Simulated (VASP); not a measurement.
Here is a VASP 6.6.1 calculation.

Contents of INCAR:

```
SYSTEM = PbS
PREC = Accurate
ENCUT = 520
EDIFF = 1E-7
ISMEAR = -1
SIGMA = 0.01
LREAL = .False.
LASPH = .True.
NELM = 80
ALGO = Normal
ISIF = 2
LWAVE = .False.
LCHARG = .False.
GGA = CA
NBANDS = 17
```

Contents of KPOINTS:

```
Automatic mesh
0
Gamma
  7 7 7
  0 0 0
```

Contents of POSCAR:

```
PbS
1.0
    0.0000000000      2.9451000715      2.9451000715
    2.9451000715      0.0000000000      2.9451000715
    2.9451000715      2.9451000715      0.0000000000
Pb S
1 1
Direct
    0.0000000000      0.0000000000      0.0000000000
    0.5000000000      0.5000000000      0.5000000000
```

Potentials or basis: VASP PAW LDA potentials, release 64 (Pb_d, S).

Command:

```sh
$ cat potpaw_LDA.64/Pb_d/POTCAR potpaw_LDA.64/S/POTCAR > POTCAR
$ mpirun -np 1 vasp_std > vasp.out
```

**Question.** What does it give for the pressure?

**Answer.** -1.4 GPa.
